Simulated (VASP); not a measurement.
# CrH2ClF (P2_1) in VASP: single point with r2SCAN

Aim: the single point of CrH2ClF with r2SCAN.

All numbers are computed with VASP 6.6.1; they aren't measurements. Logs are shortened: lines on timing, memory, paths and dates and some standing lists are left out, and cuts for length are marked.

### 1 The cell of the first run

It takes space group P2_1 (No. 4, monoclinic). Conventional cell: a = 5.239 Å, b = 4.328 Å, c = 7.062 Å, α = 90.00°, β = 108.20°, γ = 90.00°. Within 1.5 Å of Cr (site symmetry 1) lie 2 H at 1.12 to 1.14 Å and 1 F at 1.43 Å. H (site symmetry 1) has 1 Cr at 1.14 Å within 1.5 Å. Within 1.5 Å of H (site symmetry 1) lie 1 Cr at 1.12 Å. Cl (site symmetry 1) has 1 Cr at 1.87 Å and 2 H at 2.46 to 2.47 Å within 2.5 Å. F (site symmetry 1) has 1 Cr at 1.43 Å within 1.9 Å.

### 2 Single point, r2SCAN

POSCAR

```
CrH2ClF
1.0
    7.0622625800      0.0000000000      0.0000000000
    0.0000000000      4.3282911900      0.0000000000
   -1.6368137200      0.0000000000      4.9769455100
Cr H Cl F
2 4 2 2
Direct
    0.1916000000      0.8602000000      0.3506000000
    0.8084000000      0.3602000000      0.6494000000
    0.1500000000      0.6089000000      0.2920000000
    0.8500000000      0.1089000000      0.7080000000
    0.2650000000      0.8940000000      0.5720000000
    0.7350000000      0.3940000000      0.4280000000
    0.3661000000      0.9939000000      0.1699000000
    0.6339000000      0.4939000000      0.8301000000
    0.0140000000      0.0425000000      0.2628000000
    0.9860000000      0.5425000000      0.7372000000
```

INCAR.step1

```
SYSTEM = CrH2ClF
ALGO = Normal ; EDIFF = 1E-4
ENCUT = 520 ; GGA = PE
ISMEAR = -1 ; LASPH = .TRUE.
LCHARG = .FALSE. ; LREAL = .FALSE.
LWAVE = .TRUE. ; NBANDS = 39
NELM = 100 ; PREC = Accurate
SIGMA = 0.0104
```

INCAR.step2

```
SYSTEM = CrH2ClF
ALGO = Normal ; EDIFF = 1E-7
ENCUT = 520 ; ISIF = 2
ISMEAR = -1 ; ISTART = 1
LASPH = .TRUE. ; LCHARG = .FALSE.
LMIXTAU = .TRUE. ; LREAL = .FALSE.
LWAVE = .FALSE. ; METAGGA = R2SCAN
NBANDS = 39 ; NELM = 100
PREC = Accurate ; SIGMA = 0.0104
```

KPOINTS

```
k-points
0
G
  4 6 5
  0 0 0
```

Potentials or basis: VASP PAW PBE potentials, release 64 (Cr_pv, H, Cl, F).

Launch:

```sh
$ cat potpaw_PBE.64/Cr_pv/POTCAR potpaw_PBE.64/H/POTCAR potpaw_PBE.64/Cl/POTCAR potpaw_PBE.64/F/POTCAR > POTCAR
$ cp INCAR.step1 INCAR
$ mpirun -np 1 vasp_std > vasp.out
$ cp INCAR.step2 INCAR
$ mpirun -np 1 vasp_std > vasp.out
```

OUTCAR:

```text
SYSTEM = CrH2ClF
   EDIFF = 1E-7
   ENCUT = 520
   ISIF = 2
   ISMEAR = -1
   ISTART = 1
   LASPH = .TRUE.
   LREAL = .FALSE.
   METAGGA = R2SCAN
   NELM = 100
   PREC = Accurate

 ion  position               nearest neighbor table
   1  0.192  0.860  0.351-   5 1.12   3 1.14   9 1.43   7 1.87
   2  0.808  0.360  0.649-   6 1.12   4 1.14  10 1.43   8 1.87
   3  0.150  0.609  0.292-   1 1.14
   4  0.850  0.109  0.708-   2 1.14
   5  0.265  0.894  0.572-   1 1.12
   6  0.735  0.394  0.428-   2 1.12
   7  0.366  0.994  0.170-   1 1.87
   8  0.634  0.494  0.830-   2 1.87
   9  0.014  0.042  0.263-   1 1.43
  10  0.986  0.542  0.737-   2 1.43

  LATTYP: Found a simple monoclinic cell.
 ALAT       =     5.2391932359
 B/A-ratio  =     0.8261369633
 C/A-ratio  =     1.3479675710
 COS(beta)  =    -0.3124171311

  Lattice vectors:

 A1 = (  -1.6368137200,   0.0000000000,   4.9769455100)
 A2 = (   0.0000000000,  -4.3282911900,   0.0000000000)
 A3 = (   7.0622625800,   0.0000000000,   0.0000000000)

Analysis of symmetry for initial positions (statically):
=====================================================================
 Subroutine PRICEL returns:
 Original cell was already a primitive cell.

 Routine SETGRP: Setting up the symmetry group for a
 simple monoclinic supercell.

 Subroutine GETGRP returns: Found  2 space group operations
 (whereof  1 operations were pure point group operations)
 out of a pool of  4 trial point group operations.

The static configuration has the point symmetry C_1 .
 The point group associated with its full space group is C_2 .

Analysis of symmetry for dynamics (positions and initial velocities):
=====================================================================
 Subroutine PRICEL returns:
 Original cell was already a primitive cell.

 Routine SETGRP: Setting up the symmetry group for a
 simple monoclinic supercell.

 Subroutine GETGRP returns: Found  2 space group operations
 (whereof  1 operations were pure point group operations)
 out of a pool of  4 trial point group operations.

The dynamic configuration has the point symmetry C_1 .
 The point group associated with its full space group is C_2 .

[... 117 lines left out ...]
   NSW    =      0    number of steps for IOM
   IBRION =     -1    ionic relax: 0-MD 1-quasi-New 2-CG
   NFREE  =      0    steps in history (QN), initial steepest desc. (CG)
   ISIF   =      2    stress and relaxation
   ISYM   =      2    0-nonsym 1-usesym 2-fastsym
   POTIM  = 0.5000    time-step for ionic-motion
   TEBEG  =    0.0;   TEEND  =   0.0 temperature during run
   PSTRESS=    0.0 pullay stress
   NELECT =      56.0000    total number of electrons
   NUPDOWN=      -1.0000    fix difference up-down
   EMIN   =  10.00;   EMAX   =-10.00  energy-range for DOS
   EFERMI =   0.00;   METHOD = LEGACY
   ISMEAR =    -1;   SIGMA  =   0.01  broadening in eV -4-tet -1-fermi 0-gaus
   EFERMI_NEDOS =   21; number of points for ismear=-14 and -15
   IALGO  =     38    algorithm
   IMIX   =      4    mixing-type and parameters
     AMIX     =   0.40;   BMIX     =  1.00
     AMIX_MAG =   1.60;   BMIX_MAG =  1.00
  volume/ion in A,a.u.               =      15.21       102.66
  Fermi-wavevector in a.u.,A,eV,Ry     =   1.173266  2.217151 18.729138  1.376553
  Thomas-Fermi vector in A             =   2.309682
   LORBIT       =      0    0 simple, 1 ext, 2 COOP (PROOUT), +10 PAW based schemes
   METAGGA = R2SCAN    functional components
   LHFCALC =     F    Hartree Fock is set to
   AEXX    =    0.0000 exact exchange contribution
   IVDW    =     0    specifies the selected vdW correction
   LEPSILON=     F    determine dielectric tensor
   LRPA    =     F    only Hartree local field effects (RPA)
 non-spin polarized calculation
  energy-cutoff  :      520.00
  volume of cell :      152.13
 maximum number of plane-waves:      4124
 NGX is ok and might be reduce to    54
   NGX = 27   NGY = 17   NGZ = 19

 number of electron      55.9999995 magnetization

 Free energy of the ion-electron system (eV)
  ---------------------------------------------------
  ext. energy  EPLUGINS =         0.00000000
  ---------------------------------------------------
  free energy    TOTEN  =       -48.92980128 eV

  energy without entropy =      -48.92643536  energy(sigma->0) =      -48.92811832

 E-fermi :   1.9441     XC(G=0):  -8.4302

 val. band max:        1.9400791143   @ k =   0.5000   0.1667   0.0000
 cond. band min:       1.9548509448   @ k =  -0.2500   0.0000   0.4000
 fundamental gap:      0.0147718305
 Fermi energy:         1.9440888667

 k-point     1 :       0.0000    0.0000    0.0000
  band No.  band energies     occupation
      1     -44.9941      2.00000
      2     -44.9927      2.00000
      3     -43.6914      2.00000
      4     -43.6912      2.00000
      5     -43.3514      2.00000
      6     -43.3513      2.00000
[... 997 lines left out ...]
     38       6.1602      0.00000
     39       8.3841      0.00000

 [... further k-points ...]

------------------------ aborting loop because EDIFF is reached ----------------------------------------

  FORCE on cell =-STRESS in cart. coord.  units (eV):
  Direction    XX          YY          ZZ          XY          YZ          ZX
  --------------------------------------------------------------------------------------
  -------------------------------------------------------------------------------------
  Total       55.6482078     50.8422451     48.6528028      0.0000000      0.0000000      8.6707353
  in kB      586.0552312    535.4415698    512.3836101      0.0000000      0.0000000     91.3152459
  external PRESSURE =     544.6268037 kB  Pullay stress =       0.0000000 kB

 VOLUME and BASIS-vectors are now :
 -----------------------------------------------------------------------------
  energy-cutoff  :      520.00
  volume of cell :      152.13
      direct lattice vectors                 reciprocal lattice vectors
     7.062262580  0.000000000  0.000000000     0.141597680  0.000000000  0.046568528
     0.000000000  4.328291190  0.000000000     0.000000000  0.231038060  0.000000000
    -1.636813720  0.000000000  4.976945510     0.000000000  0.000000000  0.200926451

 POSITION                                       TOTAL-FORCE (eV/Angst)
 -----------------------------------------------------------------------------------
      0.77926      3.72320      1.74492        10.269231      0.823250     -4.949746
      4.64619      1.55905      3.23203       -10.269231      0.823250      4.949746
      0.58139      2.63550      1.45327        -2.649226    -14.750221     -3.471947
      4.84406      0.47135      3.52368         2.649226    -14.750221      3.471947
      0.93524      3.86949      2.84681         2.234308      1.945667     16.694742
      4.49021      1.70535      2.13013        -2.234308      1.945667    -16.694742
      2.30740      4.30189      0.84558         6.212397      1.704864     -2.926626
      3.11805      2.13774      4.13136        -6.212397      1.704864      2.926626
     -0.33128      0.18395      1.30794       -15.850159     10.276439     -5.243082
      5.75673      2.34810      3.66900        15.850159     10.276439      5.243082
 -----------------------------------------------------------------------------------
    total drift:                                0.000000      0.013045      0.000000

  FREE ENERGIE OF THE ION-ELECTRON SYSTEM (eV)
  ---------------------------------------------------
  free  energy   TOTEN  =       -48.9298012829 eV

  energy  without entropy=      -48.9264353563  energy(sigma->0) =      -48.92811832
```

OUTCAR.step1:

```text
SYSTEM = CrH2ClF
   EDIFF = 1E-4
   ENCUT = 520
   GGA = PE
   ISMEAR = -1
   LASPH = .TRUE.
   LREAL = .FALSE.
   NELM = 100
[... 1263 lines left out ...]
      3.11805      2.13774      4.13136        -6.176252      1.789922      2.967933
     -0.33128      0.18395      1.30794       -15.651333     10.368958     -5.317313
      5.75673      2.34810      3.66900        15.651333     10.368958      5.317313
 -----------------------------------------------------------------------------------
    total drift:                                0.000000     -0.002196      0.000000

  FREE ENERGIE OF THE ION-ELECTRON SYSTEM (eV)
  ---------------------------------------------------
  free  energy   TOTEN  =       -26.2863088722 eV

  energy  without entropy=      -26.2825548976  energy(sigma->0) =      -26.28443188
```

It took 21 min on 1 thread of Intel Xeon Platinum 8488C (Sapphire Rapids), shared host; peak memory 0.43 GiB.

Results:

- Free energy: -48.9298 eV
- Pressure: 54.5 GPa
- Largest force: 19.604 eV/Å
- Band gap on the k mesh: zero (bands 28 and 29 overlap by 0.08 eV)

Forces on the atoms (eV/Å):
```
Cr   10.269   0.823  -4.950
Cr  -10.269   0.823   4.950
H    -2.649 -14.750  -3.472
H     2.649 -14.750   3.472
H     2.234   1.946  16.695
H    -2.234   1.946 -16.695
Cl    6.212   1.705  -2.927
Cl   -6.212   1.705   2.927
F   -15.850  10.276  -5.243
F    15.850  10.276   5.243
```

Levels at points of the mesh, in eV from the Fermi level:
```
           k point  band 24  band 25  band 26  band 27  band 28  band 29  band 30  band 31  band 32  band 33
(0.00, 0.00, 0.00)    -5.01    -4.48    -4.19    -0.28    -0.11     0.13     0.23     1.77     1.99     2.26
(0.50, 0.00, 0.00)    -4.93    -4.45    -4.27    -0.30     0.07     0.09     0.15     1.77     1.83     2.30
(0.00, 0.50, 0.00)    -5.26    -4.59    -4.59    -0.25    -0.25     0.10     0.10     1.94     1.94     2.61
(0.50, 0.50, 0.00)    -5.31    -4.58    -4.58    -0.25    -0.25     0.12     0.12     1.88     1.88     2.54
```

Caveat: atoms lie so close that the PAW spheres overlap strongly, which falsifies energies and pressures; the stress differs along the axes, from 51 to 59 GPa; the PAW data sets were made with another functional, which shifts forces and pressure a little; the run has no spin polarisation, though such a crystal can be magnetic.
